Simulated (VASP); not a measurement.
# Sc (P6_3/mmc) in VASP: a series of runs

The runs below take Sc through single point, with PBE.

All numbers are computed with VASP 6.6.1; they aren't measurements. Logs are shortened: lines on timing, memory, paths and dates and some standing lists are left out, and cuts for length are marked.

## Step 1: The cell of the first run

It takes space group P6_3/mmc (No. 194, hexagonal). Conventional cell: a = 2.483 Å, b = 2.483 Å, c = 4.163 Å, α = 90.00°, β = 90.00°, γ = 120.00°. Within 3.3 Å of Sc (site symmetry -6m2) lie 12 Sc at 2.48 to 2.53 Å.

## Step 2: Single point, PBE

The input, INCAR:

```
PREC = Accurate
ENCUT = 520
EDIFF = 1E-6
ISMEAR = -1
SIGMA = 0.08
LREAL = F
LASPH = T
NELM = 100
ALGO = Normal
ISIF = 2
LWAVE = F
LCHARG = F
GGA = PE
NBANDS = 18
```

The input, KPOINTS:

```
regular mesh
0
Gamma
  13 13 7
```

The input, POSCAR:

```
Sc
1.0
    2.4831753787      0.0000000000      0.0000000000
   -1.2415876894      2.1504929600      0.0000000000
    0.0000000000      0.0000000000      4.1634771984
Sc
2
Direct
    0.3333333333      0.6666666667      0.2500000000
    0.6666666667      0.3333333333      0.7500000000
```

Potentials or basis: VASP PAW PBE potentials, release 64 (Sc_sv).

Run with:

```console
$ cat potpaw_PBE.64/Sc_sv/POTCAR > POTCAR
$ mpirun -np 1 vasp_std > vasp.out
```

OUTCAR:

```text
PREC = Accurate
   ENCUT = 520
   EDIFF = 1E-6
   ISMEAR = -1
   LREAL = F
   LASPH = T
   NELM = 100
   ISIF = 2
   GGA = PE

 ion  position               nearest neighbor table
   1  0.333  0.667  0.250-   2 2.53   2 2.53   2 2.53   2 2.53   2 2.53   2 2.53
   2  0.667  0.333  0.750-   1 2.53   1 2.53   1 2.53   1 2.53   1 2.53   1 2.53

  LATTYP: Found a hexagonal cell.
 ALAT       =     2.4831753787
 C/A-ratio  =     1.6766746457

  Lattice vectors:

 A1 = (   2.4831753787,   0.0000000000,   0.0000000000)
 A2 = (  -1.2415876894,   2.1504929600,   0.0000000000)
 A3 = (   0.0000000000,   0.0000000000,   4.1634771984)

Analysis of symmetry for initial positions (statically):
=====================================================================
 Subroutine PRICEL returns:
 Original cell was already a primitive cell.

 Routine SETGRP: Setting up the symmetry group for a
 hexagonal supercell.

 Subroutine GETGRP returns: Found 24 space group operations
 (whereof 12 operations were pure point group operations)
 out of a pool of 24 trial point group operations.

The static configuration has the point symmetry D_3d.
 The point group associated with its full space group is D_6h.

Analysis of symmetry for dynamics (positions and initial velocities):
=====================================================================
 Subroutine PRICEL returns:
 Original cell was already a primitive cell.

 Routine SETGRP: Setting up the symmetry group for a
 hexagonal supercell.

 Subroutine GETGRP returns: Found 24 space group operations
 (whereof 12 operations were pure point group operations)
 out of a pool of 24 trial point group operations.

The dynamic configuration has the point symmetry D_3d.
 The point group associated with its full space group is D_6h.

 Subroutine INISYM returns: Found 24 space group operations
 (whereof 12 operations are pure point group operations),
 and found     1 'primitive' translations

----------------------------------------------------------------------------------------

                                     Primitive cell

  volume of cell :      22.2332

  direct lattice vectors                    reciprocal lattice vectors
     2.483175379  0.000000000  0.000000000     0.402710178  0.232504830  0.000000000
    -1.241587689  2.150492960  0.000000000     0.000000000  0.465009660  0.000000000
     0.000000000  0.000000000  4.163477198     0.000000000  0.000000000  0.240183854

  length of vectors
     2.483175379  2.483175379  4.163477198     0.465009660  0.465009660  0.240183854

  position of ions in fractional coordinates (direct lattice)
     0.333333333  0.666666667  0.250000000
     0.666666667  0.333333333  0.750000000

  ion indices of the primitive-cell ions
   primitive index   ion index
                 1           1
                 2           2

----------------------------------------------------------------------------------------

 KPOINTS: regular mesh

Automatic generation of k-mesh.
 Grid dimensions read from file:
 generate k-points for:   13   13    7

 Generating k-lattice:

  Cartesian coordinates                     Fractional coordinates (reciprocal lattice)
     0.030977706  0.017884987  0.000000000     0.076923077 -0.000000000  0.000000000
     0.000000000  0.035769974  0.000000000     0.000000000  0.076923077  0.000000000
     0.000000000  0.000000000  0.034311979     0.000000000  0.000000000  0.142857143

  Length of vectors
     0.035769974  0.035769974  0.034311979

  Shift w.r.t. Gamma in fractional coordinates (k-lattice)
     0.000000000  0.000000000  0.000000000

 Subroutine IBZKPT returns following result:
 ===========================================

 Found     84 irreducible k-points:

 Following reciprocal coordinates:
            Coordinates               Weight
  0.000000  0.000000  0.000000      1.000000
  0.076923  0.000000  0.000000      6.000000
  0.153846  0.000000  0.000000      6.000000
  0.230769  0.000000  0.000000      6.000000
  0.307692  0.000000  0.000000      6.000000
  0.384615  0.000000  0.000000      6.000000
[... 16 lines left out ...]
  0.076923  0.000000  0.142857     12.000000
  0.153846  0.000000  0.142857     12.000000
 [... further k-points ...]
   k-points           NKPTS =     84   k-points in BZ     NKDIM =     84   number of bands    NBANDS=     18
   number of dos      NEDOS =    301   number of ions     NIONS =      2
   total plane-waves  NPLWV =  10368
   dimension x,y,z NGX =    18 NGY =   18 NGZ =   32
   dimension x,y,z NGXF=    36 NGYF=   36 NGZF=   64
   ions per type =               2
   NGX,Y,Z   is equivalent  to a cutoff of  12.05, 12.05, 12.78 a.u.
   NGXF,Y,Z  is equivalent  to a cutoff of  24.10, 24.10, 25.55 a.u.
 SYSTEM =  unknown system
   PREC   = accura    normal or accurate (medium, high low for compatibility)
   ISTART =      0    job   : 0-new  1-cont  2-samecut
   ICHARG =      2    charge: 1-file 2-atom 10-const
   ISPIN  =      1    spin polarized calculation?
   LNONCOLLINEAR =      F non collinear calculations
   LSORBIT =      F    spin-orbit coupling
   LASPH  =      T    aspherical Exc in radial PAW
   ENCUT  =  520.0 eV  38.22 Ry    6.18 a.u.   4.62  4.62  7.74*2*pi/ulx,y,z
   NELM   =    100;   NELMIN=  2; NELMDL= -5     # of ELM steps
   EDIFF  = 0.1E-05   stopping-criterion for ELM
   LREAL  =      F    real-space projection
   EDIFFG = 0.1E-04   stopping-criterion for IOM
   NSW    =      0    number of steps for IOM
   IBRION =     -1    ionic relax: 0-MD 1-quasi-New 2-CG
   NFREE  =      0    steps in history (QN), initial steepest desc. (CG)
   ISIF   =      2    stress and relaxation
   ISYM   =      2    0-nonsym 1-usesym 2-fastsym
   POTIM  = 0.5000    time-step for ionic-motion
   TEBEG  =    0.0;   TEEND  =   0.0 temperature during run
   PSTRESS=    0.0 pullay stress
   NELECT =      22.0000    total number of electrons
   NUPDOWN=      -1.0000    fix difference up-down
   EMIN   =  10.00;   EMAX   =-10.00  energy-range for DOS
   EFERMI =   0.00;   METHOD = LEGACY
   ISMEAR =    -1;   SIGMA  =   0.08  broadening in eV -4-tet -1-fermi 0-gaus
   EFERMI_NEDOS =   21; number of points for ismear=-14 and -15
   IALGO  =     38    algorithm
   IMIX   =      4    mixing-type and parameters
     AMIX     =   0.40;   BMIX     =  1.00
     AMIX_MAG =   1.60;   BMIX_MAG =  1.00
  volume/ion in A,a.u.               =      11.12        75.02
  Fermi-wavevector in a.u.,A,eV,Ry     =   1.631355  3.082814 36.209452  2.661320
  Thomas-Fermi vector in A             =   2.723505
   LORBIT       =      0    0 simple, 1 ext, 2 COOP (PROOUT), +10 PAW based schemes
   GGA     = PE    functional components
   LHFCALC =     F    Hartree Fock is set to
   AEXX    =    0.0000 exact exchange contribution
   IVDW    =     0    specifies the selected vdW correction
   LEPSILON=     F    determine dielectric tensor
   LRPA    =     F    only Hartree local field effects (RPA)
 non-spin polarized calculation
  energy-cutoff  :      520.00
  volume of cell :       22.23
 maximum number of plane-waves:       611
   NGX =  9   NGY =  9   NGZ = 15

 number of electron      22.0000001 magnetization

 Free energy of the ion-electron system (eV)
  ---------------------------------------------------
  ext. energy  EPLUGINS =         0.00000000
  ---------------------------------------------------
  free energy    TOTEN  =        -5.71908751 eV

  energy without entropy =       -5.68471935  energy(sigma->0) =       -5.70190343

 E-fermi :   9.9260     XC(G=0): -13.6547

 val. band max:        9.9016061019   @ k =   0.3077   0.3077   0.1429
 cond. band min:       9.9354822171   @ k =   0.2308   0.0000   0.1429
 fundamental gap:      0.0338761152
 Fermi energy:         9.9259938169

 k-point     1 :       0.0000    0.0000    0.0000
  band No.  band energies     occupation
      1     -38.9082      2.00000
      2     -37.8266      2.00000
      3     -19.0204      2.00000
      4     -15.4321      2.00000
      5     -15.4321      2.00000
      6     -15.1753      2.00000
[... 10 lines left out ...]
     17      14.5907      0.00000
     18      14.5907      0.00000

 k-point     2 :       0.0769    0.0000    0.0000
  band No.  band energies     occupation
      1     -38.8516      2.00000
      2     -37.7939      2.00000
      3     -18.9471      2.00000
      4     -15.6439      2.00000
      5     -15.4932      2.00000
      6     -15.2432      2.00000
[... 10 lines left out ...]
     17      14.3546      0.00000
     18      14.3945      0.00000

 k-point     3 :       0.1538    0.0000    0.0000
  band No.  band energies     occupation
      1     -38.6900      2.00000
      2     -37.7040      2.00000
      3     -18.7341      2.00000
      4     -16.2178      2.00000
      5     -15.7876      2.00000
      6     -15.6524      2.00000
[... 10 lines left out ...]
     17      13.9162      0.00000
     18      14.1130      0.00000

 k-point     4 :       0.2308    0.0000    0.0000
  band No.  band energies     occupation
      1     -38.4487      2.00000
      2     -37.5811      2.00000
      3     -18.4032      2.00000
      4     -16.9952      2.00000
      5     -16.5030      2.00000
      6     -15.8600      2.00000
[... 375 lines left out ...]
      4     -15.4129      2.00000
      5     -15.4129      2.00000
      6     -15.3926      2.00000
[... 10 lines left out ...]
     17      14.8816      0.00000
     18      14.8816      0.00000

 k-point    23 :       0.0769    0.0000    0.1429
  band No.  band energies     occupation
      1     -38.8035      2.00000
      2     -37.8512      2.00000
      3     -18.7813      2.00000
      4     -15.6223      2.00000
      5     -15.4760      2.00000
      6     -15.4723      2.00000
[... 10 lines left out ...]
     17      14.6842      0.00000
     18      14.6874      0.00000

 k-point    24 :       0.1538    0.0000    0.1429
  band No.  band energies     occupation
      1     -38.6449      2.00000
      2     -37.7570      2.00000
      3     -18.5914      2.00000
      4     -16.1868      2.00000
      5     -15.9123      2.00000
      6     -15.6277      2.00000
[... 10 lines left out ...]
     17      14.3832      0.00000
     18      14.4356      0.00000

 [... further k-points ...]

------------------------ aborting loop because EDIFF is reached ----------------------------------------

  FORCE on cell =-STRESS in cart. coord.  units (eV):
  Direction    XX          YY          ZZ          XY          YZ          ZX
  --------------------------------------------------------------------------------------
  -------------------------------------------------------------------------------------
  Total       18.2208369     18.2208369     18.2818432     -0.0000000      0.0000000      0.0000000
  in kB     1313.0379993   1313.0379993   1317.4342625     -0.0000000      0.0000000      0.0000000
  external PRESSURE =    1314.5034204 kB  Pullay stress =       0.0000000 kB

 VOLUME and BASIS-vectors are now :
 -----------------------------------------------------------------------------
  energy-cutoff  :      520.00
  volume of cell :       22.23
      direct lattice vectors                 reciprocal lattice vectors
     2.483175379  0.000000000  0.000000000     0.402710178  0.232504830  0.000000000
    -1.241587689  2.150492960  0.000000000     0.000000000  0.465009660  0.000000000
     0.000000000  0.000000000  4.163477198     0.000000000  0.000000000  0.240183854

 POSITION                                       TOTAL-FORCE (eV/Angst)
 -----------------------------------------------------------------------------------
     -0.00000      1.43366      1.04087         0.000000      0.000000      0.000000
      1.24159      0.71683      3.12261        -0.000000      0.000000      0.000000
 -----------------------------------------------------------------------------------
    total drift:                               -0.000000      0.000000     -0.000000

  FREE ENERGIE OF THE ION-ELECTRON SYSTEM (eV)
  ---------------------------------------------------
  free  energy   TOTEN  =        -5.7190875068 eV

  energy  without entropy=       -5.6847193464  energy(sigma->0) =       -5.70190343
```

Run time: 20 s. Hardware: 1 thread of Intel Xeon Platinum 8488C (Sapphire Rapids), shared host; peak memory 0.14 GiB.

Results:

| Item | Value |
| --- | --- |
| Free energy | -5.7191 eV |
| Pressure | 131.5 GPa |
| Band gap on the k mesh | zero (band 11 reaches 11.71 eV, above the bottom of band 12 at 9.09 eV) |

Stress tensor (GPa, compression positive):
```
131.30   0.00   0.00
  0.00 131.30   0.00
  0.00   0.00 131.74
```

## Step 3: Single point, PBE

The input, INCAR:

```
SYSTEM = Sc
PREC     = Accurate       ! precision mode
ENCUT    = 520            ! plane-wave cutoff, eV
EDIFF    = 1E-6           ! SCF threshold, eV
ISMEAR   = -1             ! smearing method
SIGMA    = 0.08           ! smearing width, eV
LREAL    = .False.        ! projectors in reciprocal space
LASPH    = .True.         ! aspherical terms in the spheres
NELM     = 60             ! most SCF steps
ALGO     = Normal         ! electronic algorithm
ISIF     = 2              ! what is computed and relaxed
LWAVE    = .False.        ! write WAVECAR
LCHARG   = .True.         ! write CHGCAR
GGA      = PE             ! functional
LELF     = .True.         ! ELF
LVHAR    = .True.       
NBANDS   = 18             ! bands
```

The input, KPOINTS:

```
Automatic mesh
0
Gamma
  13 13 7
  0 0 0
```

POSCAR is that of step 2.

Potentials or basis: VASP PAW PBE potentials, release 64 (Sc_sv).

Run with:

```console
$ cat potpaw_PBE.64/Sc_sv/POTCAR > POTCAR
$ mpirun -np 1 vasp_std > vasp.out
```

Wall time 19 s (1 thread of Intel Xeon Platinum 8488C (Sapphire Rapids), shared host); peak memory 0.14 GiB.

The run converged. Its results:

```
Free energy            : -5.7191 eV
Pressure               : 131.5 GPa
Band gap on the k mesh : zero (band 11 reaches 11.71 eV, above the bottom of band 12 at 9.09 eV)
```

Stress tensor (GPa, compression positive):
```
131.30   0.00   0.00
  0.00 131.30   0.00
  0.00   0.00 131.74
```

Levels at points of the mesh, in eV from the Fermi level:
| k point | band 8 | band 9 | band 10 | band 11 | band 12 | band 13 | band 14 | band 15 |
| --- | --- | --- | --- | --- | --- | --- | --- | --- |
| (0.00, 0.00, 0.00) | -24.96 | -4.52 | -2.75 | 1.78 | 2.25 | 2.25 | 3.22 | 3.22 |

## Step 4: Single point, PBE

This run uses another cell than the first one, of 13.59 Å³/atom, 1.222 times its volume.

The input, INCAR:

```
SYSTEM = Sc
ALGO = Normal
EDIFF = 1E-6
ENCUT = 520
GGA = PE
ISIF = 2
ISMEAR = -1
LASPH = .TRUE.
LCHARG = .FALSE.
LREAL = .FALSE.
LWAVE = .FALSE.
NBANDS = 18
NELM = 100
PREC = Accurate
SIGMA = 0.08
```

The input, KPOINTS:

```
k-points
0
G
  13 13 7
  0 0 0
```

The input, POSCAR:

```
Sc
1.0
    2.7017999969      0.0000000000      0.0000000000
   -1.3508999984      2.3398274332      0.0000000000
    0.0000000000      0.0000000000      4.2984785065
Sc
2
Direct
    0.3333333333      0.6666666667      0.2500000000
    0.6666666667      0.3333333333      0.7500000000
```

Potentials or basis: VASP PAW PBE potentials, release 64 (Sc_sv).

Run with:

```console
$ cat potpaw_PBE.64/Sc_sv/POTCAR > POTCAR
$ mpirun -np 1 vasp_std > vasp.out
```

OUTCAR:

```text
SYSTEM = Sc
   EDIFF = 1E-6
   ENCUT = 520
   GGA = PE
   ISIF = 2
   ISMEAR = -1
   LASPH = .TRUE.
   LREAL = .FALSE.
   NELM = 100
   PREC = Accurate

 ion  position               nearest neighbor table
   1  0.333  0.667  0.250-   2 2.66   2 2.66   2 2.66   2 2.66   2 2.66   2 2.66
   2  0.667  0.333  0.750-   1 2.66   1 2.66   1 2.66   1 2.66   1 2.66   1 2.66

  LATTYP: Found a hexagonal cell.
 ALAT       =     2.7017999969
 C/A-ratio  =     1.5909684327

  Lattice vectors:

[... 693 lines left out ...]
------------------------ aborting loop because EDIFF is reached ----------------------------------------

  FORCE on cell =-STRESS in cart. coord.  units (eV):
  Direction    XX          YY          ZZ          XY          YZ          ZX
  --------------------------------------------------------------------------------------
  -------------------------------------------------------------------------------------
  Total       13.0756758     13.0756758     13.1053494      0.0000000      0.0000000      0.0000000
  in kB      770.9441923    770.9441923    772.6937512      0.0000000      0.0000000      0.0000000
  external PRESSURE =     771.5273786 kB  Pullay stress =       0.0000000 kB

 VOLUME and BASIS-vectors are now :
 -----------------------------------------------------------------------------
  energy-cutoff  :      520.00
  volume of cell :       27.17
      direct lattice vectors                 reciprocal lattice vectors
     2.701799997  0.000000000  0.000000000     0.370123622  0.213690973  0.000000000
    -1.350899998  2.339827433  0.000000000     0.000000000  0.427381945  0.000000000
     0.000000000  0.000000000  4.298478507     0.000000000  0.000000000  0.232640456

 POSITION                                       TOTAL-FORCE (eV/Angst)
 -----------------------------------------------------------------------------------
     -0.00000      1.55988      1.07462        -0.000000     -0.000000      0.000000
      1.35090      0.77994      3.22386         0.000000      0.000000      0.000000
 -----------------------------------------------------------------------------------
    total drift:                               -0.000000      0.000000     -0.000000

  FREE ENERGIE OF THE ION-ELECTRON SYSTEM (eV)
  ---------------------------------------------------
  free  energy   TOTEN  =        -8.8667818888 eV

  energy  without entropy=       -8.8234275320  energy(sigma->0) =       -8.84510471
```

OSZICAR:

```text
N       E                     dE             d eps       ncg     rms          rms(c)
DAV:   1     0.306996583371E+03    0.30700E+03   -0.11341E+04  3064   0.147E+03
DAV:   2     0.440989204611E+01   -0.30259E+03   -0.29813E+03  3240   0.557E+02
DAV:   3    -0.919910327131E+01   -0.13609E+02   -0.13188E+02  4636   0.150E+02
DAV:   4    -0.942778500612E+01   -0.22868E+00   -0.22749E+00  4462   0.179E+01
DAV:   5    -0.943011681780E+01   -0.23318E-02   -0.23306E-02  4830   0.170E+00    0.182E+01
DAV:   6    -0.896220155484E+01    0.46792E+00   -0.80562E-01  3902   0.122E+01    0.806E+00
DAV:   7    -0.887162492275E+01    0.90577E-01   -0.32136E-01  4000   0.732E+00    0.914E-01
DAV:   8    -0.886685238083E+01    0.47725E-02   -0.14420E-02  3484   0.150E+00    0.326E-02
DAV:   9    -0.886679273391E+01    0.59647E-04   -0.36763E-04  4856   0.310E-01    0.247E-02
DAV:  10    -0.886678414907E+01    0.85848E-05   -0.19182E-05  4614   0.609E-02    0.948E-03
DAV:  11    -0.886678246853E+01    0.16805E-05   -0.29880E-07  1888   0.675E-03    0.104E-03
DAV:  12    -0.886678188884E+01    0.57969E-06   -0.93154E-08  1814   0.585E-03
   1 F= -.88667819E+01 E0= -.88451047E+01  d E =-.433544E-01
```

It took 20 s on 1 thread of Intel Xeon Platinum 8488C (Sapphire Rapids), shared host; peak memory 0.15 GiB.

What came out:

```
Free energy            : -8.8668 eV
Pressure               : 77.2 GPa
Band gap on the k mesh : zero (band 11 reaches 10.15 eV, above the bottom of band 12 at 7.47 eV)
```

(Continued in part 2 of 2.)
